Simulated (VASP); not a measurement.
# BaO (Fm-3m) in VASP: notebook

The runs below take BaO through single point, relaxation of cell and atoms, with HSE06, r2SCANh.

Everything below comes from runs of VASP 6.6.1. Logs are shortened: lines on timing, memory, paths and dates and some standing lists are left out, and cuts for length are marked.

**1. The cell of the first run**

The structure is cubic, space group Fm-3m (No. 225). The conventional cell has a = 5.532 Å, b = 5.532 Å, c = 5.532 Å, α = 90.00°, β = 90.00°, γ = 90.00°. Ba (site symmetry m-3m) has 6 O at 2.77 Å within 3.6 Å. Within 3.6 Å of O (site symmetry m-3m) lie 6 Ba at 2.77 Å.

**2. Single point, HSE06**

File POSCAR:

```
BaO
1.0
    0.0000000000      2.7660152140      2.7660152140
    2.7660152140      0.0000000000      2.7660152140
    2.7660152140      2.7660152140      0.0000000000
Ba O
1 1
Direct
    0.0000000000      0.0000000000      0.0000000000
    0.5000000000      0.5000000000      0.5000000000
```

File INCAR.step1:

```
PREC = Accurate ; ENCUT = 520
EDIFF = 1E-5 ; ISMEAR = -1
SIGMA = 0.02 ; LREAL = F
LASPH = T ; NELM = 120
ALGO = Normal ; ISIF = 2
LWAVE = T ; LCHARG = F
NBANDS = 15 ; GGA = PE
GGA_COMPAT = F
```

File INCAR.step2:

```
PREC = Accurate ; ENCUT = 520
EDIFF = 1E-6 ; ISMEAR = -1
SIGMA = 0.02 ; LREAL = F
LASPH = T ; NELM = 120
ALGO = Normal ; ISIF = 2
LWAVE = F ; LCHARG = F
GGA = PE ; LHFCALC = T
HFSCREEN = 0.2079 ; PRECFOCK = Normal
NBANDS = 15 ; ISTART = 1
GGA_COMPAT = F
```

File KPOINTS:

```
regular mesh
0
Gamma
  6 6 6
```

Potentials or basis: VASP PAW PBE potentials, release 64 (Ba_sv, O).

The run is started by

```console
$ cat potpaw_PBE.64/Ba_sv/POTCAR potpaw_PBE.64/O/POTCAR > POTCAR
$ cp INCAR.step1 INCAR
$ mpirun -np 1 vasp_std > vasp.out
$ cp INCAR.step2 INCAR
$ mpirun -np 1 vasp_std > vasp.out
```

OUTCAR:

```text
PREC = Accurate
   ENCUT = 520
   EDIFF = 1E-6
   ISMEAR = -1
   LREAL = F
   LASPH = T
   NELM = 120
   ISIF = 2
   GGA = PE
   LHFCALC = T
   HFSCREEN = 0.2079
   PRECFOCK = Normal
   ISTART = 1

 ion  position               nearest neighbor table
   1  0.000  0.000  0.000-   2 2.77   2 2.77   2 2.77   2 2.77   2 2.77   2 2.77
   2  0.500  0.500  0.500-   1 2.77   1 2.77   1 2.77   1 2.77   1 2.77   1 2.77

  LATTYP: Found a face centered cubic cell.
 ALAT       =     5.5320304280

  Lattice vectors:

 A1 = (   0.0000000000,   2.7660152140,   2.7660152140)
 A2 = (   2.7660152140,   0.0000000000,   2.7660152140)
 A3 = (   2.7660152140,   2.7660152140,   0.0000000000)

Analysis of symmetry for initial positions (statically):
=====================================================================
 Subroutine PRICEL returns:
 Original cell was already a primitive cell.

 Routine SETGRP: Setting up the symmetry group for a
 face centered cubic supercell.

 Subroutine GETGRP returns: Found 48 space group operations
 (whereof 48 operations were pure point group operations)
 out of a pool of 48 trial point group operations.

The static configuration has the point symmetry O_h .

Analysis of symmetry for dynamics (positions and initial velocities):
=====================================================================
 Subroutine PRICEL returns:
 Original cell was already a primitive cell.

 Routine SETGRP: Setting up the symmetry group for a
 face centered cubic supercell.

 Subroutine GETGRP returns: Found 48 space group operations
 (whereof 48 operations were pure point group operations)
 out of a pool of 48 trial point group operations.

The dynamic configuration has the point symmetry O_h .

 Subroutine INISYM returns: Found 48 space group operations
 (whereof 48 operations are pure point group operations),
 and found     1 'primitive' translations

----------------------------------------------------------------------------------------

                                     Primitive cell

  volume of cell :      42.3247

  direct lattice vectors                    reciprocal lattice vectors
     0.000000000  2.766015214  2.766015214    -0.180765455  0.180765455  0.180765455
     2.766015214  0.000000000  2.766015214     0.180765455 -0.180765455  0.180765455
     2.766015214  2.766015214  0.000000000     0.180765455  0.180765455 -0.180765455

  length of vectors
     3.911736229  3.911736229  3.911736229     0.313094953  0.313094953  0.313094953

  position of ions in fractional coordinates (direct lattice)
     0.000000000  0.000000000  0.000000000
     0.500000000  0.500000000  0.500000000

  ion indices of the primitive-cell ions
   primitive index   ion index
                 1           1
                 2           2

----------------------------------------------------------------------------------------

 KPOINTS: regular mesh

Automatic generation of k-mesh.
 Grid dimensions read from file:
 generate k-points for:    6    6    6

 Generating k-lattice:

  Cartesian coordinates                     Fractional coordinates (reciprocal lattice)
    -0.030127576  0.030127576  0.030127576     0.166666667  0.000000000  0.000000000
     0.030127576 -0.030127576  0.030127576     0.000000000  0.166666667  0.000000000
     0.030127576  0.030127576 -0.030127576     0.000000000  0.000000000  0.166666667

  Length of vectors
     0.052182492  0.052182492  0.052182492

  Shift w.r.t. Gamma in fractional coordinates (k-lattice)
     0.000000000  0.000000000  0.000000000

 Subroutine IBZKPT returns following result:
 ===========================================

 Found     16 irreducible k-points:

 Following reciprocal coordinates:
            Coordinates               Weight
  0.000000  0.000000  0.000000      1.000000
  0.166667  0.000000  0.000000      8.000000
  0.333333  0.000000  0.000000      8.000000
  0.500000  0.000000  0.000000      4.000000
  0.166667  0.166667  0.000000      6.000000
  0.333333  0.166667  0.000000     24.000000
[... 8 lines left out ...]
 -0.333333  0.333333  0.166667     24.000000
 -0.333333  0.500000  0.166667     12.000000
   k-points           NKPTS =     16   k-points in BZ     NKDIM =    216   number of bands    NBANDS=     15
   number of dos      NEDOS =    301   number of ions     NIONS =      2
   total plane-waves  NPLWV =  27000
   dimension x,y,z NGX =    30 NGY =   30 NGZ =   30
   dimension x,y,z NGXF=    60 NGYF=   60 NGZF=   60
   ions per type =               1   1
   NGX,Y,Z   is equivalent  to a cutoff of  12.75, 12.75, 12.75 a.u.
   NGXF,Y,Z  is equivalent  to a cutoff of  25.50, 25.50, 25.50 a.u.
 SYSTEM =  unknown system
   PREC   = accura    normal or accurate (medium, high low for compatibility)
   ISTART =      1    job   : 0-new  1-cont  2-samecut
   ICHARG =      0    charge: 1-file 2-atom 10-const
   ISPIN  =      1    spin polarized calculation?
   LNONCOLLINEAR =      F non collinear calculations
   LSORBIT =      F    spin-orbit coupling
   LASPH  =      T    aspherical Exc in radial PAW
   ENCUT  =  520.0 eV  38.22 Ry    6.18 a.u.   7.27  7.27  7.27*2*pi/ulx,y,z
   NELM   =    120;   NELMIN=  2; NELMDL=  0     # of ELM steps
   EDIFF  = 0.1E-05   stopping-criterion for ELM
   LREAL  =      F    real-space projection
   EDIFFG = 0.1E-04   stopping-criterion for IOM
   NSW    =      0    number of steps for IOM
   IBRION =     -1    ionic relax: 0-MD 1-quasi-New 2-CG
   NFREE  =      0    steps in history (QN), initial steepest desc. (CG)
   ISIF   =      2    stress and relaxation
   ISYM   =      3    0-nonsym 1-usesym 2-fastsym
   POTIM  = 0.5000    time-step for ionic-motion
   TEBEG  =    0.0;   TEEND  =   0.0 temperature during run
   PSTRESS=    0.0 pullay stress
   NELECT =      16.0000    total number of electrons
   NUPDOWN=      -1.0000    fix difference up-down
   EMIN   =  10.00;   EMAX   =-10.00  energy-range for DOS
   EFERMI =   0.00;   METHOD = LEGACY
   ISMEAR =    -1;   SIGMA  =   0.02  broadening in eV -4-tet -1-fermi 0-gaus
   EFERMI_NEDOS =   21; number of points for ismear=-14 and -15
   IALGO  =     38    algorithm
   IMIX   =      1    mixing-type and parameters
     AMIX     =   0.40;   BMIX     =  1.00
     AMIX_MAG =   1.60;   BMIX_MAG =  1.00
  volume/ion in A,a.u.               =      21.16       142.81
  Fermi-wavevector in a.u.,A,eV,Ry     =   1.183723  2.236913 19.064501  1.401201
  Thomas-Fermi vector in A             =   2.319952
   LORBIT       =      0    0 simple, 1 ext, 2 COOP (PROOUT), +10 PAW based schemes
   GGA     = PE    functional components
   LHFCALC =     T    Hartree Fock is set to
   PRECFOCK=normal    Normal, Fast or Accurate (Low or Medium for compatibility)
   ENCUT4O =  -1.0   cutoff for four orbital integrals eV
   NKREDX  =     1    reduce k-point grid by
   NKREDY  =     1    reduce k-point grid by
   NKREDZ  =     1    reduce k-point grid by
   AEXX    =    0.2500 exact exchange contribution
   HFSCREEN=    0.2079 screening length (either q_TF or 0.3 A-1)
   HFSCREENC=   0.2079 screening length for correlation (either q_TF or 0.3 A-1)
   ENCUTFOCK=  -1.0 apply spherical cutoff to Coloumb kernel
   IVDW    =     0    specifies the selected vdW correction
   LEPSILON=     F    determine dielectric tensor
   LRPA    =     F    only Hartree local field effects (RPA)
 non-spin polarized calculation
  energy-cutoff  :      520.00
  volume of cell :       42.32
 maximum number of plane-waves:      1158
 NGX is ok and might be reduce to    30
  NGX = 24; NGY = 24; NGZ = 24

 number of electron      15.9999998 magnetization

 Free energy of the ion-electron system (eV)
  ---------------------------------------------------
  ext. energy  EPLUGINS =         0.00000000
  ---------------------------------------------------
  free energy    TOTEN  =       -13.85785706 eV

  energy without entropy =      -13.85785706  energy(sigma->0) =      -13.85785706

 E-fermi :   1.4315     XC(G=0):  -7.9682

 val. band max:        0.9548171589   @ k =   0.5000   0.5000   0.0000
 cond. band min:       4.1879060942   @ k =   0.5000   0.5000   0.0000
 fundamental gap:      3.2330889353
 Fermi energy:         1.4315104659

 k-point     1 :       0.0000    0.0000    0.0000
  band No.  band energies     occupation
      1     -26.4574      2.00000
      2     -15.5762      2.00000
      3      -9.8617      2.00000
      4      -9.8617      2.00000
      5      -9.8617      2.00000
      6       0.5472      2.00000
      7       0.5472      2.00000
      8       0.5472      2.00000
      9       5.8444      0.00000
     10       7.0576      0.00000
     11       7.0576      0.00000
     12       7.0576      0.00000
     13       9.4081      0.00000
     14       9.4081      0.00000
     15      12.3451      0.00000

 k-point     2 :       0.1667    0.0000    0.0000
  band No.  band energies     occupation
      1     -26.3867      2.00000
      2     -15.7535      2.00000
      3      -9.9366      2.00000
      4      -9.8909      2.00000
      5      -9.8908      2.00000
      6       0.0132      2.00000
      7       0.2006      2.00000
      8       0.2006      2.00000
      9       6.7349      0.00000
     10       7.0898      0.00000
     11       7.5922      0.00000
     12       7.5922      0.00000
     13      10.1425      0.00000
     14      10.1425      0.00000
     15      14.0197      0.00000

 k-point     3 :       0.3333    0.0000    0.0000
  band No.  band energies     occupation
      1     -26.2397      2.00000
      2     -16.1125      2.00000
      3     -10.0737      2.00000
      4      -9.9471      2.00000
      5      -9.9471      2.00000
      6      -0.8071      2.00000
      7      -0.3955      2.00000
      8      -0.3955      2.00000
      9       6.9803      0.00000
     10       8.8912      0.00000
     11       8.8912      0.00000
     12       9.3209      0.00000
     13      11.8000      0.00000
     14      11.8001      0.00000
     15      16.4452      0.00000

 k-point     4 :       0.5000    0.0000    0.0000
  band No.  band energies     occupation
      1     -26.1630      2.00000
      2     -16.2945      2.00000
      3     -10.1365      2.00000
      4      -9.9744      2.00000
      5      -9.9744      2.00000
      6      -1.1524      2.00000
      7      -0.6584      2.00000
      8      -0.6584      2.00000
      9       7.3170      0.00000
     10       9.7156      0.00000
     11       9.7156      0.00000
     12      10.5636      0.00000
     13      13.2745      0.00000
     14      13.2745      0.00000
     15      16.0056      0.00000
[... 163 lines left out ...]
 k-point    14 :       0.5000    0.3333    0.1667
  band No.  band energies     occupation
      1     -26.1506      2.00000
      2     -16.0294      2.00000
      3     -10.5918      2.00000
      4     -10.5653      2.00000
      5     -10.0221      2.00000
      6      -0.3918      2.00000
      7      -0.1571      2.00000
      8       0.5876      2.00000
      9       5.9379      0.00000
     10       8.5349      0.00000
     11       9.6720      0.00000
     12      10.4310      0.00000
     13      11.9324      0.00000
     14      13.7246      0.00000
     15      15.5139      0.00000

 k-point    15 :      -0.3333    0.3333    0.1667
  band No.  band energies     occupation
      1     -26.1022      2.00000
      2     -16.0544      2.00000
      3     -10.7887      2.00000
      4     -10.7831      2.00000
      5      -9.9644      2.00000
      6      -0.6000      2.00000
      7       0.3512      2.00000
      8       0.3756      2.00000
      9       7.1074      0.00000
     10       7.3635      0.00000
     11       9.8799      0.00000
     12      11.1611      0.00000
     13      12.6516      0.00000
     14      14.5229      0.00000
     15      15.1592      0.00000

 k-point    16 :      -0.3333    0.5000    0.1667
  band No.  band energies     occupation
      1     -26.0833      2.00000
      2     -15.9199      2.00000
      3     -11.2530      2.00000
      4     -10.7666      2.00000
      5     -10.0869      2.00000
      6      -0.2088      2.00000
      7       0.7030      2.00000
      8       0.8287      2.00000
      9       5.5411      0.00000
     10       8.6378      0.00000
     11       9.1640      0.00000
     12      12.2170      0.00000
     13      12.4317      0.00000
     14      14.7440      0.00000
     15      15.0271      0.00000

------------------------ aborting loop because EDIFF is reached ----------------------------------------

  FORCE on cell =-STRESS in cart. coord.  units (eV):
  Direction    XX          YY          ZZ          XY          YZ          ZX
  --------------------------------------------------------------------------------------
  -------------------------------------------------------------------------------------
  Total        0.4248603      0.4248603      0.4248603      0.0000000      0.0000000     -0.0000000
  in kB       16.0828513     16.0828513     16.0828513      0.0000000      0.0000000     -0.0000000
  external PRESSURE =      16.0828513 kB  Pullay stress =       0.0000000 kB

 VOLUME and BASIS-vectors are now :
 -----------------------------------------------------------------------------
  energy-cutoff  :      520.00
  volume of cell :       42.32
      direct lattice vectors                 reciprocal lattice vectors
     0.000000000  2.766015214  2.766015214    -0.180765455  0.180765455  0.180765455
     2.766015214  0.000000000  2.766015214     0.180765455 -0.180765455  0.180765455
     2.766015214  2.766015214  0.000000000     0.180765455  0.180765455 -0.180765455

 POSITION                                       TOTAL-FORCE (eV/Angst)
 -----------------------------------------------------------------------------------
      0.00000      0.00000      0.00000         0.000000     -0.000000      0.000000
      2.76602      2.76602      2.76602        -0.000000      0.000000     -0.000000
 -----------------------------------------------------------------------------------
    total drift:                               -0.000000     -0.000000     -0.000000

  FREE ENERGIE OF THE ION-ELECTRON SYSTEM (eV)
  ---------------------------------------------------
  free  energy   TOTEN  =       -13.8578570571 eV

  energy  without entropy=      -13.8578570571  energy(sigma->0) =      -13.85785706
```

Run time: 35 min. Hardware: 1 thread of Intel Xeon Platinum 8259CL at 2.50GHz (Skylake/Cascade Lake), shared host; peak memory 0.29 GiB.

What came out:

```
Free energy            : -13.8579 eV
Pressure               : 1.6 GPa
Band gap on the k mesh : 3.23 eV
```

Levels at points of the mesh, in eV from the valence-band top:
```
           k point  band 6  band 7  band 8  band 9  band 10  band 11
(0.00, 0.00, 0.00)   -0.41   -0.41   -0.41    4.89     6.10     6.10
(0.50, 0.00, 0.00)   -2.11   -1.61   -1.61    6.36     8.76     8.76
(0.50, 0.50, 0.00)   -0.19   -0.19    0.00    3.23     7.48    10.52
```

Caveat: the PAW data sets were made with another functional, which shifts forces and pressure a little; spin-orbit coupling is left out, which moves the levels of the heavy elements. A k mesh can miss the band edges.

**3. Relaxation of cell and atoms, HSE06**

This run uses another cell than the first one, of 21.30 Å³/atom.

File POSCAR:

```
BaO
1.0
    0.0000000000      2.7719428467      2.7719428467
    2.7719428467      0.0000000000      2.7719428467
    2.7719428467      2.7719428467      0.0000000000
Ba O
1 1
Direct
    0.0000000000      0.0000000000      0.0000000000
    0.5000000000      0.5000000000      0.5000000000
```

File INCAR.step1:

```
ALGO     = Normal         # electronic algorithm
EDIFF    = 1E-5           # SCF threshold, eV
EDIFFG   = -0.005         # ionic threshold
ENCUT    = 600            # plane-wave cutoff, eV
GGA      = PE             # functional
GGA_COMPAT= False        
IBRION   = 2              # ionic algorithm
ISIF     = 3              # what is computed and relaxed
ISMEAR   = -1             # smearing method
KPAR     = 4            
LASPH    = True           # aspherical terms in the spheres
LCHARG   = False          # write CHGCAR
LREAL    = False          # projectors in reciprocal space
LWAVE    = True           # write WAVECAR
NBANDS   = 15             # bands
NELM     = 120            # most SCF steps
NELMIN   = 4            
NSW      = 100            # ionic steps
PREC     = Accurate       # precision mode
SIGMA    = 0.02           # smearing width, eV
```

File INCAR.step2:

```
ALGO     = Normal         # electronic algorithm
EDIFF    = 1E-7           # SCF threshold, eV
EDIFFG   = -0.005         # ionic threshold
ENCUT    = 600            # plane-wave cutoff, eV
GGA      = PE             # functional
GGA_COMPAT= False        
HFSCREEN = 0.2079         # screening, 1/A
IBRION   = 2              # ionic algorithm
ISIF     = 3              # what is computed and relaxed
ISMEAR   = -1             # smearing method
ISTART   = 1            
KPAR     = 4            
LASPH    = True           # aspherical terms in the spheres
LCHARG   = False          # write CHGCAR
LHFCALC  = True           # exact exchange
LREAL    = False          # projectors in reciprocal space
LWAVE    = False          # write WAVECAR
NELM     = 120            # most SCF steps
NELMIN   = 4            
NSW      = 80             # ionic steps
PREC     = Accurate       # precision mode
PRECFOCK = Normal       
SIGMA    = 0.02           # smearing width, eV
```

File KPOINTS:

```
k-points
0
Gamma
  6 6 6
```

Potentials or basis: VASP PAW PBE potentials, release 64 (Ba_sv, O).

The run is started by

```console
$ cat potpaw_PBE.64/Ba_sv/POTCAR potpaw_PBE.64/O/POTCAR > POTCAR
$ cp INCAR.step1 INCAR
$ mpirun -np 4 vasp_std > vasp.out
$ cp INCAR.step2 INCAR
$ mpirun -np 4 vasp_std > vasp.out
```

It took 49 min on 4 MPI ranks of Intel Xeon Platinum 8259CL at 2.50GHz (Skylake/Cascade Lake), shared host; peak memory 0.29 GiB.

Results (log left out):

```
Free energy                           : -13.8639 eV
Relaxed volume                        : 21.58 Å³/atom
Relaxed cell                          : a = 3.937 Å, b = 3.937 Å, c = 3.937 Å, α = 60.00°, β = 60.00°, γ = 60.00°
Space group after relaxing (to 0.1 Å) : Fm-3m (No. 225)
Energy gained by relaxing             : 0.9 meV/atom
Ionic steps                           : 3
Pressure after relaxing               : 0.0 GPa
Band gap on the k mesh                : 3.30 eV
```

The path:
| step | energy change (eV) | largest force (eV/Å) | pressure (GPa) | volume (Å³) |
| --- | --- | --- | --- | --- |
| 1 | 0.0000 | 0.0000 | 1.00 | 42.60 |
| 2 | -0.0013 | 0.0000 | -0.45 | 43.42 |
| 3 | -0.0017 | 0.0000 | 0.00 | 43.16 |

Final structure:
```xyz
2
Lattice="0.0000 2.7840 2.7840 2.7840 0.0000 2.7840 2.7840 2.7840 0.0000" Properties=species:S:1:pos:R:3 pbc="T T T"
Ba    0.0000    0.0000    0.0000
O     2.7840    2.7840    2.7840
```

Levels at points of the mesh, in eV from the valence-band top:
```tsv
k point	band 5	band 6	band 7	band 8	band 9	band 10	band 11	band 12
(0.00, 0.00, 0.00)	-10.85	-0.35	-0.35	-0.35	4.80	6.11	6.11	6.11
(0.50, 0.00, 0.00)	-10.96	-2.02	-1.51	-1.51	6.34	8.70	8.70	9.50
(0.50, 0.50, 0.00)	-11.45	-0.16	-0.16	0.00	3.30	7.40	10.43	10.86
```

Caveat: the PAW data sets were made with another functional, which shifts forces and pressure a little; spin-orbit coupling is left out, which moves the levels of the heavy elements. Zero-point motion and thermal expansion aren't in these numbers.

(Continued in part 2 of 2.)
